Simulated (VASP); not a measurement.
Mn, 4 atoms in the cell. It takes space group P6_3/mmc (No. 194, hexagonal). The conventional cell has a = 2.712 Å, b = 2.712 Å, c = 8.748 Å, α = 90.00°, β = 90.00°, γ = 120.00°. Mn (site symmetry -3m) has 12 Mn at 2.69 to 2.71 Å within 3.5 Å. Within 3.5 Å of Mn (site symmetry -6m2) lie 12 Mn at 2.69 to 2.71 Å. This isn't the form of Mn at room conditions, which is a 58-atom cubic cell.

* Program: VASP 6.6.1
* Task: relaxation of cell and atoms
* Functional: r2SCAN
* Potentials or basis: VASP PAW PBE potentials, release 64 (Mn_pv)
* Cutoff: 600 eV
* k mesh: 9 × 9 × 2
* Occupations: gaussian, width 0.1 eV
* Spin: collinear spin, ferromagnetic start
* Starting moments: [3.95, 3.95, 3.93, 3.93] μB
* Dipole correction: no
* Further INCAR settings: ALGO = Normal; EDIFF = 1e-06; IBRION = 2; EDIFFG = -0.04; NSW = 90; ISIF = 3

Potentials or basis: VASP PAW PBE potentials, release 64 (Mn_pv).

The run is started by

```bash
$ cat potpaw_PBE.64/Mn_pv/POTCAR > POTCAR
$ cp INCAR.step1 INCAR
$ mpirun -np 1 vasp_std > vasp.out
$ cp INCAR.step2 INCAR
$ mpirun -np 1 vasp_std > vasp.out
```

Hardware: 1 thread of Oxide Virtual Turin-like Processor, with other jobs on the host.

Task: Estimate the wall time of this run.

Result: It took 77 min on 1 thread of Oxide Virtual Turin-like Processor, on a shared host, peak memory 0.27 GiB. Counts: k points 24, ion steps 7.
